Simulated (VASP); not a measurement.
Nb2Te, 3 atoms in the cell. Symmetry: P-6m2, No. 187, hexagonal system. The conventional cell has a = 3.812 Å, b = 3.812 Å, c = 6.304 Å, α = 90.00°, β = 90.00°, γ = 120.00°. Nb (site symmetry 3m) has 3 Te at 2.63 Å and 2 Nb at 2.89 to 3.41 Å within 3.5 Å. Within 3.5 Å of Te (site symmetry -6m2) lie 6 Nb at 2.63 Å. The cell was built from a structure type or drawn by symmetry, and may not be a known phase.

* Program: VASP 6.6.1
* Task: single point
* Functional: PBE
* Potentials or basis: VASP PAW PBE potentials, release 64 (Nb_sv, Te)
* Cutoff: 520 eV
* k mesh: 6 × 6 × 4
* Occupations: gaussian, width 0.1 eV
* Spin: no spin polarisation
* Dipole correction: no
* Further INCAR settings: ALGO = Fast; EDIFF = 1e-06; NBANDS = 23

Potentials or basis: VASP PAW PBE potentials, release 64 (Nb_sv, Te).

Command:

```console
$ cat potpaw_PBE.64/Nb_sv/POTCAR potpaw_PBE.64/Te/POTCAR > POTCAR
$ mpirun -np 1 vasp_std > vasp.out
```

Hardware: 1 thread of Intel(R) Xeon(R) Platinum 8259CL CPU @ 2.50GHz (Skylake/Cascade Lake) (shared host).

Question: Estimate the wall time of this run.

Answer: It took 98 s on 1 thread of Intel(R) Xeon(R) Platinum 8259CL CPU @ 2.50GHz (Skylake/Cascade Lake) (shared host), peak memory 0.2 GiB. Counts: scf iterations 32, k points 21.
